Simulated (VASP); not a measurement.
Wanted: the native input for a VASP 6.6.1 run.

```yaml
Task: single point
Functional: PBE
Potentials_or_basis: VASP PAW PBE potentials, release 64 (Ru_pv, Rh_pv, Pd, Ag, Pt)
Cutoff: 520 eV
k_mesh: 3 × 3 × 3
Occupations: gaussian, width 0.1 eV
Spin: no spin polarisation
Dipole_correction: no
Further_INCAR_settings: LREAL = Auto; ALGO = Fast; EDIFF = 1e-06; NBANDS = 110; ISYM = 0
```

The structure of AgPd3Ru5Pt5Rh2 lies in POSCAR:

```
AgPd3Ru5Pt5Rh2
1.0
   -3.9153990636      3.8857358633     -3.8956850294
    3.9101490420      3.8838925306      3.8990917184
    3.9219411225     -3.8891425523     -3.9056337773
Ru Rh Pd Ag Pt
5 2 3 1 5
Direct
    0.5050036701      0.7551735768      0.7647395269
   -0.0060031283      1.0010718385     -0.0138886702
    0.2481313606      0.4977602486      0.2372020195
    0.4914524024      0.5051664142      0.0013761313
    0.2506172333      0.7387642951      0.9923243157
    1.0069231006      0.2592813568      0.7611641824
    1.0103642902      0.5081208433      0.5093047862
    0.7482623146      1.0000411320      0.2494455284
    0.7467229885      0.7482185714      0.4987757457
    0.9989486535      0.7463957104      0.2453871929
    0.2479631757      0.2500129587      0.4977593025
    0.2521045503     -0.0000774887      0.7568788035
    0.4985350446     -0.0086162072      0.4978831942
    0.7562756786      0.5078208715      0.7556613598
    0.4967641187      0.2504270235      0.2463846953
    0.7562733064      0.2512882135      0.0035441574
```

One way to write it, as run:

INCAR

```
SYSTEM = AgPd3Ru5Pt5Rh2
  ALGO = Fast
  EDIFF = 1E-6
  ENCUT = 520
  GGA = PE
  ISIF = 2
  ISMEAR = 0
  ISYM = 0
  LASPH = .TRUE.
  LCHARG = .FALSE.
  LREAL = Auto
  LWAVE = .FALSE.
  NBANDS = 110
  NELM = 100
  PREC = Accurate
  SIGMA = 0.1
```

KPOINTS

```
k-points
0
G
  3 3 3
  0 0 0
```

Potentials or basis: VASP PAW PBE potentials, release 64 (Ru_pv, Rh_pv, Pd, Ag, Pt).

Launch:

```bash
$ cat potpaw_PBE.64/Ru_pv/POTCAR potpaw_PBE.64/Rh_pv/POTCAR potpaw_PBE.64/Pd/POTCAR potpaw_PBE.64/Ag/POTCAR potpaw_PBE.64/Pt/POTCAR > POTCAR
$ mpirun -np 1 vasp_std > vasp.out
```

Results of the run:

```
Pressure               : -0.3 GPa
Largest force          : 0.018 eV/Å
Band gap on the k mesh : zero (an odd number of electrons rules out a gap without spin polarisation)
```

Caveat: the k points lie up to 0.38 Å⁻¹ apart, too coarse for converged energies and pressures of a metal; spin-orbit coupling is left out, which moves the levels of the heavy elements.

Wall time 10 min on 1 thread of AMD EPYC 9R45 96-Core Processor (Zen 5), on a shared host, peak memory 0.48 GiB.
